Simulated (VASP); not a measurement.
# Hg (P6/mmm) in VASP: a series of runs

Hg is run at these levels: PBE; tasks: single point, relaxation of cell and atoms.

Program: VASP 6.6.1. These are calculated values, not measurements. Logs are shortened: lines on timing, memory, paths and dates and some standing lists are left out, and cuts for length are marked.

## 1. The cell of the first run

It takes space group P6/mmm (No. 191, hexagonal). Conventional cell: a = 5.571 Å, b = 5.571 Å, c = 3.222 Å, α = 90.00°, β = 90.00°, γ = 120.00°. Hg (site symmetry -6m2) has 11 Hg at 3.22 to 3.60 Å within 4.2 Å. Hg (site symmetry 6/mmm) has 14 Hg at 3.22 to 3.60 Å within 4.2 Å.

## 2. Single point, PBE

INCAR reads:

```
SYSTEM = Hg
PREC     = Accurate       ! precision mode
ENCUT    = 520            ! plane-wave cutoff, eV
EDIFF    = 1E-7           ! SCF threshold, eV
ISMEAR   = 0              ! smearing method
SIGMA    = 0.1            ! smearing width, eV
LREAL    = .FALSE.        ! projectors in reciprocal space
LASPH    = .TRUE.         ! aspherical terms in the spheres
NELM     = 100            ! most SCF steps
ALGO     = Normal         ! electronic algorithm
ISIF     = 2              ! what is computed and relaxed
LWAVE    = .FALSE.        ! write WAVECAR
LCHARG   = .TRUE.         ! write CHGCAR
GGA      = PE             ! functional
LELF     = .TRUE.         ! ELF
LVHAR    = .TRUE.       
NBANDS   = 25             ! bands
```

KPOINTS reads:

```
Automatic mesh
0
G
  6 6 10
  0 0 0
```

POSCAR reads:

```
Hg
1.0
    5.5709757877      0.0000000000      0.0000000000
   -2.7854878938      4.8246065560      0.0000000000
    0.0000000000      0.0000000000      3.2223860741
Hg
3
Direct
    0.3333333333      0.6666666667      0.5000000000
    0.0000000000      0.0000000000      0.0000000000
    0.6666666667      0.3333333333      0.5000000000
```

Potentials or basis: VASP PAW PBE potentials, release 64 (Hg).

Command:

```console
> cat potpaw_PBE.64/Hg/POTCAR > POTCAR
> mpirun -np 1 vasp_std > vasp.out
```

OUTCAR:

```text
SYSTEM = Hg
   PREC = Accurate
   ENCUT = 520
   EDIFF = 1E-7
   ISMEAR = 0
   LREAL = .FALSE.
   LASPH = .TRUE.
   NELM = 100
   ISIF = 2
   GGA = PE

 ion  position               nearest neighbor table
   1  0.333  0.667  0.500-   3 3.22   3 3.22   3 3.22   2 3.60   2 3.60   2 3.60   2 3.60   2 3.60
                             2 3.60
   2  0.000  0.000  0.000-   1 3.60   3 3.60   1 3.60   3 3.60   1 3.60   1 3.60   3 3.60   3 3.60
                             3 3.60   3 3.60   1 3.60   1 3.60
   3  0.667  0.333  0.500-   1 3.22   1 3.22   1 3.22   2 3.60   2 3.60   2 3.60   2 3.60   2 3.60
                             2 3.60

  LATTYP: Found a hexagonal cell.
 ALAT       =     5.5709757877
 C/A-ratio  =     0.5784239955

  Lattice vectors:

 A1 = (   5.5709757877,   0.0000000000,   0.0000000000)
 A2 = (  -2.7854878938,   4.8246065560,   0.0000000000)
 A3 = (   0.0000000000,   0.0000000000,   3.2223860741)

Analysis of symmetry for initial positions (statically):
=====================================================================
 Subroutine PRICEL returns:
 Original cell was already a primitive cell.

 Routine SETGRP: Setting up the symmetry group for a
 hexagonal supercell.

 Subroutine GETGRP returns: Found 24 space group operations
 (whereof 24 operations were pure point group operations)
 out of a pool of 24 trial point group operations.

The static configuration has the point symmetry D_6h.

Analysis of symmetry for dynamics (positions and initial velocities):
=====================================================================
 Subroutine PRICEL returns:
 Original cell was already a primitive cell.

 Routine SETGRP: Setting up the symmetry group for a
 hexagonal supercell.

 Subroutine GETGRP returns: Found 24 space group operations
 (whereof 24 operations were pure point group operations)
 out of a pool of 24 trial point group operations.

The dynamic configuration has the point symmetry D_6h.

 Subroutine INISYM returns: Found 24 space group operations
 (whereof 24 operations are pure point group operations),
 and found     1 'primitive' translations

----------------------------------------------------------------------------------------

                                     Primitive cell

  volume of cell :      86.6105

  direct lattice vectors                    reciprocal lattice vectors
     5.570975788  0.000000000  0.000000000     0.179501767  0.103635394  0.000000000
    -2.785487894  4.824606556  0.000000000     0.000000000  0.207270787  0.000000000
     0.000000000  0.000000000  3.222386074     0.000000000  0.000000000  0.310329047

  length of vectors
     5.570975788  5.570975788  3.222386074     0.207270787  0.207270787  0.310329047

  position of ions in fractional coordinates (direct lattice)
     0.333333333  0.666666667  0.500000000
     0.000000000  0.000000000  0.000000000
     0.666666667  0.333333333  0.500000000

  ion indices of the primitive-cell ions
   primitive index   ion index
                 1           1
                 2           2
                 3           3

----------------------------------------------------------------------------------------

 KPOINTS: Automatic mesh

Automatic generation of k-mesh.
 Grid dimensions read from file:
 generate k-points for:    6    6   10

 Generating k-lattice:

  Cartesian coordinates                     Fractional coordinates (reciprocal lattice)
     0.029916961  0.017272566  0.000000000     0.166666667  0.000000000  0.000000000
     0.000000000  0.034545131  0.000000000     0.000000000  0.166666667  0.000000000
     0.000000000  0.000000000  0.031032905     0.000000000  0.000000000  0.100000000

  Length of vectors
     0.034545131  0.034545131  0.031032905

  Shift w.r.t. Gamma in fractional coordinates (k-lattice)
     0.000000000  0.000000000  0.000000000

 Subroutine IBZKPT returns following result:
 ===========================================

 Found     42 irreducible k-points:

 Following reciprocal coordinates:
            Coordinates               Weight
  0.000000  0.000000  0.000000      1.000000
  0.166667  0.000000  0.000000      6.000000
  0.333333 -0.000000  0.000000      6.000000
  0.500000 -0.000000  0.000000      3.000000
  0.166667  0.166667  0.000000      6.000000
  0.333333  0.166667  0.000000     12.000000
[... 16 lines left out ...]
  0.166667  0.000000  0.300000     12.000000
  0.333333 -0.000000  0.300000     12.000000
 [... further k-points ...]
   k-points           NKPTS =     42   k-points in BZ     NKDIM =     42   number of bands    NBANDS=     25
   number of dos      NEDOS =    301   number of ions     NIONS =      3
   total plane-waves  NPLWV =  42336
   dimension x,y,z NGX =    42 NGY =   42 NGZ =   24
   dimension x,y,z NGXF=    84 NGYF=   84 NGZF=   48
   ions per type =               3
   NGX,Y,Z   is equivalent  to a cutoff of  12.53, 12.53, 12.38 a.u.
   NGXF,Y,Z  is equivalent  to a cutoff of  25.07, 25.07, 24.76 a.u.
 SYSTEM =  Hg
   PREC   = accura    normal or accurate (medium, high low for compatibility)
   ISTART =      0    job   : 0-new  1-cont  2-samecut
   ICHARG =      2    charge: 1-file 2-atom 10-const
   ISPIN  =      1    spin polarized calculation?
   LNONCOLLINEAR =      F non collinear calculations
   LSORBIT =      F    spin-orbit coupling
   LASPH  =      T    aspherical Exc in radial PAW
   ENCUT  =  520.0 eV  38.22 Ry    6.18 a.u.  10.36 10.36  5.99*2*pi/ulx,y,z
   NELM   =    100;   NELMIN=  2; NELMDL= -5     # of ELM steps
   EDIFF  = 0.1E-06   stopping-criterion for ELM
   LREAL  =      F    real-space projection
   EDIFFG = 0.1E-05   stopping-criterion for IOM
   NSW    =      0    number of steps for IOM
   IBRION =     -1    ionic relax: 0-MD 1-quasi-New 2-CG
   NFREE  =      0    steps in history (QN), initial steepest desc. (CG)
   ISIF   =      2    stress and relaxation
   ISYM   =      2    0-nonsym 1-usesym 2-fastsym
   POTIM  = 0.5000    time-step for ionic-motion
   TEBEG  =    0.0;   TEEND  =   0.0 temperature during run
   PSTRESS=    0.0 pullay stress
   NELECT =      36.0000    total number of electrons
   NUPDOWN=      -1.0000    fix difference up-down
   EMIN   =  10.00;   EMAX   =-10.00  energy-range for DOS
   EFERMI =   0.00;   METHOD = LEGACY
   ISMEAR =     0;   SIGMA  =   0.10  broadening in eV -4-tet -1-fermi 0-gaus
   EFERMI_NEDOS =   21; number of points for ismear=-14 and -15
   IALGO  =     38    algorithm
   IMIX   =      4    mixing-type and parameters
     AMIX     =   0.40;   BMIX     =  1.00
     AMIX_MAG =   1.60;   BMIX_MAG =  1.00
  volume/ion in A,a.u.               =      28.87       194.83
  Fermi-wavevector in a.u.,A,eV,Ry     =   1.221759  2.308789 20.309337  1.492694
  Thomas-Fermi vector in A             =   2.356930
   LORBIT       =      0    0 simple, 1 ext, 2 COOP (PROOUT), +10 PAW based schemes
   GGA     = PE    functional components
   LHFCALC =     F    Hartree Fock is set to
   AEXX    =    0.0000 exact exchange contribution
   IVDW    =     0    specifies the selected vdW correction
   LEPSILON=     F    determine dielectric tensor
   LRPA    =     F    only Hartree local field effects (RPA)
 non-spin polarized calculation
 Gauss-broadening in eV      SIGMA  =   0.10
  energy-cutoff  :      520.00
  volume of cell :       86.61
 maximum number of plane-waves:      2370
 NGX is ok and might be reduce to    42
   NGX = 21   NGY = 21   NGZ = 11

 number of electron      36.0000009 magnetization

 Free energy of the ion-electron system (eV)
  ---------------------------------------------------
  ext. energy  EPLUGINS =         0.00000000
  ---------------------------------------------------
  free energy    TOTEN  =        -0.55112523 eV

  energy without entropy =       -0.54917040  energy(sigma->0) =       -0.55014782

 E-fermi :   1.2498     XC(G=0):  -9.7655

 val. band max:        1.1738764209   @ k =   0.3333  -0.0000   0.1000
 cond. band min:       1.2700561713   @ k =   0.3333   0.3333   0.5000
 fundamental gap:      0.0961797504
 Fermi energy:         1.2497968476

 k-point     1 :       0.0000    0.0000    0.0000
  band No.  band energies     occupation
      1      -6.2588      2.00000
      2      -5.8763      2.00000
      3      -5.5458      2.00000
      4      -5.3563      2.00000
      5      -5.1746      2.00000
      6      -5.1746      2.00000
[... 17 lines left out ...]
     24      13.9931      0.00000
     25      14.3334      0.00000

 k-point     2 :       0.1667    0.0000    0.0000
  band No.  band energies     occupation
      1      -6.0686      2.00000
      2      -5.8484      2.00000
      3      -5.5712      2.00000
      4      -5.4172      2.00000
      5      -5.2992      2.00000
      6      -5.2933      2.00000
[... 17 lines left out ...]
     24      12.4263      0.00000
     25      13.2415      0.00000

 k-point     3 :       0.3333   -0.0000    0.0000
  band No.  band energies     occupation
      1      -5.7850      2.00000
      2      -5.7112      2.00000
      3      -5.6380      2.00000
      4      -5.5518      2.00000
      5      -5.3943      2.00000
      6      -5.2916      2.00000
[... 17 lines left out ...]
     24      10.7214      0.00000
     25      11.0056      0.00000

 k-point     4 :       0.5000   -0.0000    0.0000
  band No.  band energies     occupation
      1      -5.7752      2.00000
      2      -5.7196      2.00000
      3      -5.6707      2.00000
      4      -5.4964      2.00000
      5      -5.4245      2.00000
      6      -5.1346      2.00000
[... 17 lines left out ...]
     24       9.6178      0.00000
     25      11.9387      0.00000
[... 477 lines left out ...]
 k-point    22 :       0.0000    0.0000    0.3000
  band No.  band energies     occupation
      1      -5.5160      2.00000
      2      -5.4607      2.00000
      3      -5.4607      2.00000
      4      -5.3079      2.00000
      5      -5.3079      2.00000
      6      -5.1030      2.00000
[... 17 lines left out ...]
     24       8.7183      0.00000
     25       8.7430      0.00000

 k-point    23 :       0.1667    0.0000    0.3000
  band No.  band energies     occupation
      1      -5.5837      2.00000
      2      -5.4580      2.00000
      3      -5.4125      2.00000
      4      -5.3253      2.00000
      5      -5.2586      2.00000
      6      -5.0697      2.00000
[... 17 lines left out ...]
     24       8.0419      0.00000
     25       8.2870      0.00000

 k-point    24 :       0.3333   -0.0000    0.3000
  band No.  band energies     occupation
      1      -5.5778      2.00000
      2      -5.4561      2.00000
      3      -5.3659      2.00000
      4      -5.3411      2.00000
      5      -5.3263      2.00000
      6      -5.0707      2.00000
[... 17 lines left out ...]
     24       7.7590      0.00000
     25       9.5200      0.00000

 [... further k-points ...]
[... 5 lines left out ...]
  --------------------------------------------------------------------------------------
  -------------------------------------------------------------------------------------
  Total        0.0356582      0.0356582      0.0665463      0.0000000     -0.0000000     -0.0000000
  in kB        0.6596291      0.6596291      1.2310170      0.0000000     -0.0000000     -0.0000000
  external PRESSURE =       0.8500917 kB  Pullay stress =       0.0000000 kB

 VOLUME and BASIS-vectors are now :
 -----------------------------------------------------------------------------
  energy-cutoff  :      520.00
  volume of cell :       86.61
      direct lattice vectors                 reciprocal lattice vectors
     5.570975788  0.000000000  0.000000000     0.179501767  0.103635394  0.000000000
    -2.785487894  4.824606556  0.000000000     0.000000000  0.207270787  0.000000000
     0.000000000  0.000000000  3.222386074     0.000000000  0.000000000  0.310329047

 POSITION                                       TOTAL-FORCE (eV/Angst)
 -----------------------------------------------------------------------------------
     -0.00000      3.21640      1.61119        -0.000000     -0.000000      0.000000
      0.00000      0.00000      0.00000         0.000000     -0.000000      0.000000
      2.78549      1.60820      1.61119         0.000000      0.000000      0.000000
 -----------------------------------------------------------------------------------
    total drift:                               -0.000000      0.000000     -0.000000

  FREE ENERGIE OF THE ION-ELECTRON SYSTEM (eV)
  ---------------------------------------------------
  free  energy   TOTEN  =        -0.5511252321 eV

  energy  without entropy=       -0.5491704025  energy(sigma->0) =       -0.55014782
```

Run time: 71 s. Hardware: 1 thread of Intel Xeon Platinum 8488C (Sapphire Rapids), shared host; peak memory 0.23 GiB.

Results:

| Property | Result |
| --- | --- |
| Free energy | -0.5511 eV |
| Pressure | 0.1 GPa |
| Band gap on the k mesh | zero (band 18 reaches 3.09 eV, above the bottom of band 19 at 0.59 eV) |

Caveat: spin-orbit coupling is left out, which moves the levels of the heavy elements.

## 3. Relaxation of cell and atoms, PBE

This run uses another cell than the first one, of 29.82 Å³/atom, 1.033 times its volume.

INCAR reads:

```
  ALGO = Normal
  EDIFF = 1E-6
  EDIFFG = -0.02
  ENCUT = 600
  GGA = PE
  IBRION = 2
  ISIF = 3
  ISMEAR = 0
  LASPH = True
  LCHARG = False
  LREAL = False
  LWAVE = False
  NELM = 100
  NSW = 90
  PREC = Accurate
  SIGMA = 0.1
```

KPOINTS reads:

```
k-points
0
Gamma
  6 6 10
```

POSCAR reads:

```
Hg
1.0
    5.6169799502      0.0000000000      0.0000000000
   -2.8084899751      4.8644473294      0.0000000000
    0.0000000000      0.0000000000      3.2746223205
Hg
3
Direct
    0.3333333333      0.6666666667      0.5000000000
    0.0000000000      0.0000000000      0.0000000000
    0.6666666667      0.3333333333      0.5000000000
```

Potentials or basis: VASP PAW PBE potentials, release 64 (Hg).

Command:

```console
> cat potpaw_PBE.64/Hg/POTCAR > POTCAR
> mpirun -np 1 vasp_std > vasp.out
```

Run time: 2.9 min. Hardware: 1 thread of Intel Xeon Platinum 8488C (Sapphire Rapids), shared host; peak memory 0.28 GiB.

It converged, with:

```yaml
Free_energy: -0.5519 eV
Relaxed_volume: 29.23 Å³/atom
Relaxed_cell: a = 5.580 Å, b = 5.580 Å, c = 3.252 Å, α = 90.00°, β = 90.00°, γ = 120.00°
Space_group_after_relaxing_to_0.05_Å: P6/mmm (No. 191)
Energy_gained_by_relaxing: 0.4 meV/atom
Ionic_steps: 3
Pressure_after_relaxing: 0.0 GPa
Band_gap_on_the_k_mesh: zero (band 18 reaches 2.92 eV, above the bottom of band 19 at 0.58 eV)
```

Stress tensor (GPa, compression positive):
```
 0.02  0.00  0.00
 0.00  0.02  0.00
 0.00  0.00 -0.09
```

Step by step:
```tsv
step	energy change (eV)	largest force (eV/Å)	pressure (GPa)	volume (Å³)
1	0.0000	0.0000	-0.19	89.47
2	-0.0005	0.0000	-0.16	89.03
3	-0.0012	0.0000	-0.01	87.69
```

Final structure:
```
CELL_PARAMETERS angstrom
5.57987 0.00000 0.00000
-2.78993 4.83231 0.00000
0.00000 0.00000 3.25215
ATOMIC_POSITIONS crystal
Hg 0.33333 0.66667 0.50000
Hg 0.00000 0.00000 0.00000
Hg 0.66667 0.33333 0.50000
```

Levels at points of the mesh, in eV from the Fermi level:
```csv
k point,band 14,band 15,band 16,band 17,band 18,band 19,band 20,band 21,band 22
"(0.00, 0.00, 0.00)",-5.97,-5.61,-5.61,-1.47,-1.16,1.89,1.89,1.97,1.97
"(0.50, 0.00, 0.00)",-5.67,-5.60,-5.14,-5.04,-1.88,-0.62,5.43,5.44,7.47
"(0.00, 0.00, 0.50)",-5.70,-5.40,-3.07,-2.43,1.72,2.81,3.21,3.63,4.09
"(0.50, 0.00, 0.50)",-5.51,-5.50,-1.70,-1.49,-1.05,0.02,1.94,2.51,3.27
```

Caveat: spin-orbit coupling is left out, which moves the levels of the heavy elements.
